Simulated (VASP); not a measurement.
# C (R-3m) in VASP: a series of runs

C is run at these levels: LDA; tasks: single point.

Program: VASP 6.6.1. These are calculated values, not measurements. Logs are shortened: lines on timing, memory, paths and dates and some standing lists are left out, and cuts for length are marked.

## 1. The cell of the first run

Symmetry: R-3m, No. 166, trigonal system. Conventional cell: a = 2.517 Å, b = 2.517 Å, c = 9.790 Å, α = 90.00°, β = 90.00°, γ = 120.00°. C (site symmetry 3m) has 3 C at 1.45 Å within 1.9 Å.

## 2. Single point, LDA (strain +0.025 along x and y, -0.025 along z)

The input, INCAR:

```
SYSTEM = C
PREC     = Accurate       ! precision mode
ENCUT    = 520            ! plane-wave cutoff, eV
EDIFF    = 1E-6           ! SCF threshold, eV
ISMEAR   = 0              ! smearing method
SIGMA    = 0.05           ! smearing width, eV
LREAL    = .False.        ! projectors in reciprocal space
LASPH    = .True.         ! aspherical terms in the spheres
NELM     = 80             ! most SCF steps
ALGO     = Normal         ! electronic algorithm
ISIF     = 2              ! what is computed and relaxed
LWAVE    = .False.        ! write WAVECAR
LCHARG   = .False.        ! write CHGCAR
GGA      = CA             ! functional
NBANDS   = 11             ! bands
```

The input, KPOINTS:

```
regular mesh
0
Gamma
  12 12 12
  0 0 0
```

The input, POSCAR:

```
C
1.0
    1.2587270051      0.7267263753      3.2633355684
   -1.2587270051      0.7267263753      3.2633355684
    0.0000000000     -1.4534527505      3.2633355684
C
2
Direct
    0.1640000000      0.1640000000      0.1640000000
    0.8360000000      0.8360000000      0.8360000000
```

Potentials or basis: VASP PAW LDA potentials, release 64 (C).

The run is started by

```bash
$ cat potpaw_LDA.64/C/POTCAR > POTCAR
$ mpirun -np 1 vasp_std > vasp.out
```

OUTCAR:

```text
SYSTEM = C
   PREC = Accurate
   ENCUT = 520
   EDIFF = 1E-6
   ISMEAR = 0
   LREAL = .False.
   LASPH = .True.
   NELM = 80
   ISIF = 2
   GGA = CA

 ion  position               nearest neighbor table
   1  0.164  0.164  0.164-   2 1.45   2 1.45   2 1.45
   2  0.836  0.836  0.836-   1 1.45   1 1.45   1 1.45

  LATTYP: Found a trigonal (rhomboedric) cell.
 ALAT       =     3.5723779097
 COS(alpha) =     0.7516990936

  Lattice vectors:

 A1 = (   1.2587270051,   0.7267263753,   3.2633355684)
 A2 = (  -1.2587270051,   0.7267263753,   3.2633355684)
 A3 = (   0.0000000000,  -1.4534527505,   3.2633355684)

Analysis of symmetry for initial positions (statically):
=====================================================================
 Subroutine PRICEL returns:
 Original cell was already a primitive cell.

 Routine SETGRP: Setting up the symmetry group for a
 trigonal (rhombohedral) supercell.

 Subroutine GETGRP returns: Found 12 space group operations
 (whereof 12 operations were pure point group operations)
 out of a pool of 12 trial point group operations.

The static configuration has the point symmetry D_3d.

Analysis of symmetry for dynamics (positions and initial velocities):
=====================================================================
 Subroutine PRICEL returns:
 Original cell was already a primitive cell.

 Routine SETGRP: Setting up the symmetry group for a
 trigonal (rhombohedral) supercell.

 Subroutine GETGRP returns: Found 12 space group operations
 (whereof 12 operations were pure point group operations)
 out of a pool of 12 trial point group operations.

The dynamic configuration has the point symmetry D_3d.

 Subroutine INISYM returns: Found 12 space group operations
 (whereof 12 operations are pure point group operations),
 and found     1 'primitive' translations

----------------------------------------------------------------------------------------

                                     Primitive cell

  volume of cell :      17.9108

  direct lattice vectors                    reciprocal lattice vectors
     1.258727005  0.726726375  3.263335568     0.397226720  0.229338954  0.102144976
    -1.258727005  0.726726375  3.263335568    -0.397226720  0.229338954  0.102144976
     0.000000000 -1.453452750  3.263335568     0.000000000 -0.458677908  0.102144976

  length of vectors
     3.572377910  3.572377910  3.572377910     0.469913842  0.469913842  0.469913842

  position of ions in fractional coordinates (direct lattice)
     0.164000000  0.164000000  0.164000000
     0.836000000  0.836000000  0.836000000

  ion indices of the primitive-cell ions
   primitive index   ion index
                 1           1
                 2           2

----------------------------------------------------------------------------------------

 KPOINTS: regular mesh

Automatic generation of k-mesh.
 Grid dimensions read from file:
 generate k-points for:   12   12   12

 Generating k-lattice:

  Cartesian coordinates                     Fractional coordinates (reciprocal lattice)
     0.033102227  0.019111579  0.008512081     0.083333333  0.000000000 -0.000000000
    -0.033102227  0.019111579  0.008512081     0.000000000  0.083333333 -0.000000000
     0.000000000 -0.038223159  0.008512081    -0.000000000 -0.000000000  0.083333333

  Length of vectors
     0.039159487  0.039159487  0.039159487

  Shift w.r.t. Gamma in fractional coordinates (k-lattice)
     0.000000000  0.000000000  0.000000000

 Subroutine IBZKPT returns following result:
 ===========================================

 Found    189 irreducible k-points:

 Following reciprocal coordinates:
            Coordinates               Weight
  0.000000  0.000000  0.000000      1.000000
  0.083333  0.000000  0.000000      6.000000
  0.166667  0.000000  0.000000      6.000000
  0.250000  0.000000  0.000000      6.000000
  0.333333 -0.000000  0.000000      6.000000
  0.416667 -0.000000  0.000000      6.000000
[... 16 lines left out ...]
  0.500000  0.166667  0.000000     12.000000
 -0.416667  0.166667 -0.000000     12.000000
 [... further k-points ...]
   k-points           NKPTS =    189   k-points in BZ     NKDIM =    189   number of bands    NBANDS=     11
   number of dos      NEDOS =    301   number of ions     NIONS =      2
   total plane-waves  NPLWV =  21952
   dimension x,y,z NGX =    28 NGY =   28 NGZ =   28
   dimension x,y,z NGXF=    56 NGYF=   56 NGZF=   56
   ions per type =               2
   NGX,Y,Z   is equivalent  to a cutoff of  13.03, 13.03, 13.03 a.u.
   NGXF,Y,Z  is equivalent  to a cutoff of  26.06, 26.06, 26.06 a.u.
 SYSTEM =  C
   PREC   = accura    normal or accurate (medium, high low for compatibility)
   ISTART =      0    job   : 0-new  1-cont  2-samecut
   ICHARG =      2    charge: 1-file 2-atom 10-const
   ISPIN  =      1    spin polarized calculation?
   LNONCOLLINEAR =      F non collinear calculations
   LSORBIT =      F    spin-orbit coupling
   LASPH  =      T    aspherical Exc in radial PAW
   ENCUT  =  520.0 eV  38.22 Ry    6.18 a.u.   6.64  6.64  6.64*2*pi/ulx,y,z
   NELM   =     80;   NELMIN=  2; NELMDL= -5     # of ELM steps
   EDIFF  = 0.1E-05   stopping-criterion for ELM
   LREAL  =      F    real-space projection
   EDIFFG = 0.1E-04   stopping-criterion for IOM
   NSW    =      0    number of steps for IOM
   IBRION =     -1    ionic relax: 0-MD 1-quasi-New 2-CG
   NFREE  =      0    steps in history (QN), initial steepest desc. (CG)
   ISIF   =      2    stress and relaxation
   ISYM   =      2    0-nonsym 1-usesym 2-fastsym
   POTIM  = 0.5000    time-step for ionic-motion
   TEBEG  =    0.0;   TEEND  =   0.0 temperature during run
   PSTRESS=    0.0 pullay stress
   NELECT =       8.0000    total number of electrons
   NUPDOWN=      -1.0000    fix difference up-down
   EMIN   =  10.00;   EMAX   =-10.00  energy-range for DOS
   EFERMI =   0.00;   METHOD = LEGACY
   ISMEAR =     0;   SIGMA  =   0.05  broadening in eV -4-tet -1-fermi 0-gaus
   EFERMI_NEDOS =   21; number of points for ismear=-14 and -15
   IALGO  =     38    algorithm
   IMIX   =      4    mixing-type and parameters
     AMIX     =   0.40;   BMIX     =  1.00
     AMIX_MAG =   1.60;   BMIX_MAG =  1.00
  volume/ion in A,a.u.               =       8.96        60.43
  Fermi-wavevector in a.u.,A,eV,Ry     =   1.251410  2.364822 21.307096  1.566027
  Thomas-Fermi vector in A             =   2.385359
   LORBIT       =      0    0 simple, 1 ext, 2 COOP (PROOUT), +10 PAW based schemes
   GGA     = CA    functional components
   LHFCALC =     F    Hartree Fock is set to
   AEXX    =    0.0000 exact exchange contribution
   IVDW    =     0    specifies the selected vdW correction
   LEPSILON=     F    determine dielectric tensor
   LRPA    =     F    only Hartree local field effects (RPA)
 non-spin polarized calculation
 Gauss-broadening in eV      SIGMA  =   0.05
  energy-cutoff  :      520.00
  volume of cell :       17.91
 maximum number of plane-waves:       501
   NGX = 13   NGY = 13   NGZ = 13

 number of electron       8.0000000 magnetization

 Free energy of the ion-electron system (eV)
  ---------------------------------------------------
  ext. energy  EPLUGINS =         0.00000000
  ---------------------------------------------------
  free energy    TOTEN  =       -20.09616742 eV

  energy without entropy =      -20.09616742  energy(sigma->0) =      -20.09616742

 E-fermi :   4.2129     XC(G=0): -10.8020

 val. band max:        3.9584093707   @ k =  -0.3333   0.3333   0.0000
 cond. band min:       4.8648048411   @ k =  -0.3333   0.3333   0.0000
 fundamental gap:      0.9063954704
 Fermi energy:         4.2128710425

 k-point     1 :       0.0000    0.0000    0.0000
  band No.  band energies     occupation
      1     -14.5495      2.00000
      2      -1.4792      2.00000
      3       1.4496      2.00000
      4       1.4496      2.00000
      5       8.7515      0.00000
      6      12.3457      0.00000
      7      12.3457      0.00000
      8      14.9613      0.00000
      9      15.9939      0.00000
     10      26.0667      0.00000
     11      30.1449      0.00000

 k-point     2 :       0.0833    0.0000    0.0000
  band No.  band energies     occupation
      1     -14.3873      2.00000
      2      -1.3267      2.00000
      3       0.8297      2.00000
      4       1.1362      2.00000
      5       8.9764      0.00000
      6      12.4080      0.00000
      7      12.9904      0.00000
      8      14.4557      0.00000
      9      16.2919      0.00000
     10      26.5500      0.00000
     11      28.2550      0.00000

 k-point     3 :       0.1667    0.0000    0.0000
  band No.  band energies     occupation
      1     -13.9032      2.00000
      2      -0.9004      2.00000
      3      -0.7055      2.00000
      4       0.3992      2.00000
      5       9.6248      0.00000
      6      12.3296      0.00000
      7      13.1640      0.00000
      8      14.6981      0.00000
      9      17.2297      0.00000
     10      25.4696      0.00000
     11      27.3577      0.00000

 k-point     4 :       0.2500    0.0000    0.0000
  band No.  band energies     occupation
      1     -13.1040      2.00000
      2      -2.7558      2.00000
      3      -0.4224      2.00000
      4      -0.1133      2.00000
      5      10.2837      0.00000
      6      11.6594      0.00000
      7      12.1975      0.00000
      8      17.0481      0.00000
      9      18.4996      0.00000
     10      23.3679      0.00000
     11      25.7641      0.00000
[... 239 lines left out ...]
 k-point    22 :       0.4167    0.1667    0.0000
  band No.  band energies     occupation
      1     -11.4808      2.00000
      2      -4.7785      2.00000
      3      -2.7043      2.00000
      4       0.9062      2.00000
      5       8.5473      0.00000
      6      13.7561      0.00000
      7      14.3507      0.00000
      8      16.3913      0.00000
      9      19.1679      0.00000
     10      22.6427      0.00000
     11      25.4066      0.00000

 k-point    23 :       0.5000    0.1667    0.0000
  band No.  band energies     occupation
      1     -10.1364      2.00000
      2      -6.6372      2.00000
      3      -3.2458      2.00000
      4       2.1153      2.00000
      5       6.9769      0.00000
      6      14.0656      0.00000
      7      15.0928      0.00000
      8      17.1742      0.00000
      9      19.0425      0.00000
     10      22.3351      0.00000
     11      25.8496      0.00000

 k-point    24 :      -0.4167    0.1667   -0.0000
  band No.  band energies     occupation
      1      -9.0137      2.00000
      2      -7.9546      2.00000
      3      -3.4245      2.00000
      4       3.1438      2.00000
      5       5.8894      0.00000
      6      13.9890      0.00000
      7      15.5180      0.00000
      8      16.4283      0.00000
      9      19.5872      0.00000
     10      22.7470      0.00000
     11      26.2717      0.00000

 [... further k-points ...]
[... 5 lines left out ...]
  --------------------------------------------------------------------------------------
  -------------------------------------------------------------------------------------
  Total       -3.6927667     -3.6927667     -0.0083973      0.0000000     -0.0000000     -0.0000000
  in kB     -330.3292276   -330.3292276     -0.7511659      0.0000000     -0.0000000     -0.0000000
  external PRESSURE =    -220.4698737 kB  Pullay stress =       0.0000000 kB

 VOLUME and BASIS-vectors are now :
 -----------------------------------------------------------------------------
  energy-cutoff  :      520.00
  volume of cell :       17.91
      direct lattice vectors                 reciprocal lattice vectors
     1.258727005  0.726726375  3.263335568     0.397226720  0.229338954  0.102144976
    -1.258727005  0.726726375  3.263335568    -0.397226720  0.229338954  0.102144976
     0.000000000 -1.453452750  3.263335568     0.000000000 -0.458677908  0.102144976

 POSITION                                       TOTAL-FORCE (eV/Angst)
 -----------------------------------------------------------------------------------
      0.00000      0.00000      1.60556         0.000000      0.000000      0.851634
      0.00000      0.00000      8.18445         0.000000     -0.000000     -0.851634
 -----------------------------------------------------------------------------------
    total drift:                                0.000000     -0.000000      0.000000

  FREE ENERGIE OF THE ION-ELECTRON SYSTEM (eV)
  ---------------------------------------------------
  free  energy   TOTEN  =       -20.0961674185 eV

  energy  without entropy=      -20.0961674185  energy(sigma->0) =      -20.09616742
```

Wall time 27 s (1 thread of AMD EPYC 9R45 (Zen 5), shared host); peak memory 0.12 GiB.

What came out:

```yaml
Free_energy: -20.0962 eV
Pressure: -22.0 GPa
Largest_force: 0.852 eV/Å
Band_gap_on_the_k_mesh: 0.91 eV, direct
```

Forces on the atoms (eV/Å):
```
C    0.000  0.000  0.852
C    0.000  0.000 -0.852
```

Caveat: the cell differs from its parent crystal (strain +0.025 along x and y, -0.025 along z). A k mesh can miss the band edges.

## 3. Single point, LDA (strain +0.000 along x and y, +0.050 along z)

The input, INCAR:

```
SYSTEM = C
PREC = Accurate ; ENCUT = 520
EDIFF = 1E-6 ; ISMEAR = 0
SIGMA = 0.05 ; LREAL = .FALSE.
LASPH = .TRUE. ; NELM = 80
ALGO = Normal ; ISIF = 2
LWAVE = .FALSE. ; LCHARG = .FALSE.
GGA = CA ; NBANDS = 11
```

The input, KPOINTS:

```
Automatic mesh
0
G
  12 12 12
  0 0 0
```

The input, POSCAR:

```
C
1.0
    1.2280263465      0.7090013417      3.5143613814
   -1.2280263465      0.7090013417      3.5143613814
    0.0000000000     -1.4180026834      3.5143613814
C
2
Direct
    0.1640000000      0.1640000000      0.1640000000
    0.8360000000      0.8360000000      0.8360000000
```

Potentials or basis: VASP PAW LDA potentials, release 64 (C).

The run is started by

```bash
$ cat potpaw_LDA.64/C/POTCAR > POTCAR
$ mpirun -np 1 vasp_std > vasp.out
```

It took 26 s on 1 thread of AMD EPYC 9R45 (Zen 5), shared host; peak memory 0.12 GiB.

Results (log left out):

* Free energy: -20.1906 eV
* Pressure: -3.4 GPa
* Largest force: 0.955 eV/Å
* Band gap on the k mesh: 0.59 eV, direct

Forces on the atoms (eV/Å):
```
C    0.000  0.000  0.955
C    0.000  0.000 -0.955
```

Stress tensor (GPa, compression positive):
```
-4.16  0.00  0.00
 0.00 -4.16  0.00
 0.00  0.00 -1.96
```

Levels at points of the mesh, in eV from the valence-band top:
```
           k point  band 1  band 2  band 3  band 4  band 5  band 6  band 7  band 8  band 9
(0.00, 0.00, 0.00)  -19.18   -6.54   -2.68   -2.68    3.71    8.67    8.67   11.74   13.45
(0.50, 0.00, 0.00)  -13.78  -12.92   -6.07   -1.75    2.09    8.04   11.89   11.95   18.00
(0.50, 0.50, 0.00)  -13.70  -12.86   -6.11   -2.39    1.67    7.74   12.53   14.56   19.25
(0.50, 0.50, 0.50)  -18.95   -8.17   -2.69   -2.69    8.65    8.65    9.33   11.66   13.30
```

Caveat: the cell differs from its parent crystal (strain +0.000 along x and y, +0.050 along z). A k mesh can miss the band edges.

## 4. Single point, LDA (strain +0.050 along x and y, -0.050 along z)

The input, INCAR:

```
PREC = Accurate
ENCUT = 520
EDIFF = 1E-7
ISMEAR = 0
SIGMA = 0.05
LREAL = False
LASPH = True
NELM = 100
ALGO = Normal
ISIF = 2
LWAVE = False
LCHARG = False
GGA = CA
NBANDS = 11
```

The input, KPOINTS:

```
Automatic mesh
0
Gamma
  12 12 12
```

The input, POSCAR:

```
C
1.0
    1.2894276638      0.7444514088      3.1796602974
   -1.2894276638      0.7444514088      3.1796602974
    0.0000000000     -1.4889028176      3.1796602974
C
2
Direct
    0.1640000000      0.1640000000      0.1640000000
    0.8360000000      0.8360000000      0.8360000000
```

The run is started by

```bash
$ cat potpaw_LDA.64/C/POTCAR > POTCAR
$ mpirun -np 1 vasp_std > vasp.out
```

Run time: 30 s. Hardware: 1 thread of AMD EPYC 9R45 (Zen 5), shared host; peak memory 0.12 GiB.

The run converged. Its results:

- Free energy: -19.8491 eV
- Pressure: -37.3 GPa
- Largest force: 0.788 eV/Å
- Band gap on the k mesh: 0.98 eV, indirect (least direct gap 1.05 eV)

Forces on the atoms (eV/Å):
```
C    0.000  0.000  0.788
C    0.000  0.000 -0.788
```

Stress tensor (GPa, compression positive):
```
-56.58   0.00   0.00
  0.00 -56.58   0.00
  0.00   0.00   1.18
```

Levels at points of the mesh, in eV from the valence-band top:
```
           k point  band 2  band 3  band 4  band 5  band 6  band 7
(0.00, 0.00, 0.00)   -4.77   -2.50   -2.50    5.35    7.96    7.96
(0.50, 0.00, 0.00)  -11.88   -5.44   -1.03    2.25    6.98   12.28
(0.50, 0.50, 0.00)  -11.74   -5.55   -2.20    1.68    6.37   12.95
(0.50, 0.50, 0.50)   -7.54   -2.55   -2.55    7.89    7.89   10.23
```

Caveat: the cell differs from its parent crystal (strain +0.050 along x and y, -0.050 along z). A k mesh can miss the band edges.

## 5. Summary

| cell | gap on the mesh (eV) | pressure (GPa) | largest force (eV/Å) |
| --- | --- | --- | --- |
| a = 3.572 Å, angles 41.3°, 2 atoms | 0.91 | -22.0 | 0.85 |
| a = 3.790 Å, angles 37.8°, 2 atoms | 0.59 | -3.4 | 0.96 |
| a = 3.511 Å, angles 43.1°, 2 atoms | 0.98 | -37.3 | 0.79 |

Alike in all rows: task single point; level LDA; potentials or basis VASP PAW LDA potentials, release 64 (C); no spin polarisation; k mesh 12 × 12 × 12; cutoff (eV) 520; smearing gaussian 0.05 eV.

Total energies depend on the potentials used, so only differences within one code and one set of settings carry meaning.
